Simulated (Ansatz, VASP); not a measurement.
**GaN in VASP and in Ansatz**

POSCAR

```
GaN
1.0
    0.0000000000      2.2262186794      2.2262186794
    2.2262186794      0.0000000000      2.2262186794
    2.2262186794      2.2262186794      0.0000000000
Ga N
1 1
Direct
    0.0000000000      0.0000000000      0.0000000000
    0.7500000000      0.7500000000      0.7500000000
```

Contents of INCAR.step1:

```
SYSTEM = GaN
PREC     = Accurate       ! precision mode
ENCUT    = 520            ! plane-wave cutoff, eV
ISMEAR   = 0              ! smearing method
SIGMA    = 0.02           ! smearing width, eV
LREAL    = .False.        ! projectors in reciprocal space
LASPH    = .True.         ! aspherical terms in the spheres
NELM     = 100            ! most SCF steps
NBANDS   = 16             ! bands
GGA      = PE             ! functional
ALGO     = Normal         ! electronic algorithm
EDIFF    = 1E-4           ! SCF threshold, eV
LWAVE    = .True.         ! write WAVECAR
LCHARG   = .False.        ! write CHGCAR
```

File INCAR.step2:

```
SYSTEM = GaN
PREC     = Accurate       ! precision mode
ENCUT    = 520            ! plane-wave cutoff, eV
EDIFF    = 1E-7           ! SCF threshold, eV
ISMEAR   = 0              ! smearing method
SIGMA    = 0.02           ! smearing width, eV
LREAL    = .False.        ! projectors in reciprocal space
LASPH    = .True.         ! aspherical terms in the spheres
NELM     = 100            ! most SCF steps
ALGO     = Normal         ! electronic algorithm
ISIF     = 2              ! what is computed and relaxed
LWAVE    = .False.        ! write WAVECAR
LCHARG   = .False.        ! write CHGCAR
METAGGA  = R2SCAN         ! meta-GGA
LMIXTAU  = .True.       
NBANDS   = 16             ! bands
ISTART   = 1
```

KPOINTS

```
regular mesh
0
Gamma
  10 10 10
  0 0 0
```

Input for Ansatz:

```yaml
crystal:
  lattice:
    - [0.0, 2.226218681, 2.226218681]
    - [2.226218681, 0.0, 2.226218681]
    - [2.226218681, 2.226218681, 0.0]
  atoms:
    - { symbol: Ga, position: [0.0, 0.0, 0.0] }
    - { symbol: "N", position: [0.75, 0.75, 0.75] }
basis:
  ecutwfc: 500
kpoints:
  mp_grid: { grid: [10, 10, 10] }
hamiltonian:
  xc: r2scan
scf:
  occupations: { method: gaussian, width: 0.02 }
output:
  forces: true
  stress: true
  eigenvalues: true
  write_density: true
  write_potential: true
  elf: true
  volumetric_format: npy
```

Alike in both runs: task single point; functional r2SCAN; k mesh 10 × 10 × 10; occupations gaussian, width 0.02 eV; no spin polarisation.

|  | VASP | Ansatz |
| --- | --- | --- |
| version | VASP 6.6.1 | Ansatz 0.2.0 |
| potentials or method | VASP PAW PBE potentials, release 64 (Ga_d, N), cutoff 520 eV | scalar-relativistic, plane waves, PAW |
| valence electrons in the cell | 18 | 18 |

```tsv
	VASP	Ansatz	Ansatz less VASP
gap on the k mesh at the Fermi level (eV)	2.36	2.37	+0.010
least direct gap on the mesh (eV)	2.36	2.37	+0.010
pressure (GPa)	7.6	6.4	-1.19
```

VASP's potentials were made for PBE, not for r2SCAN.
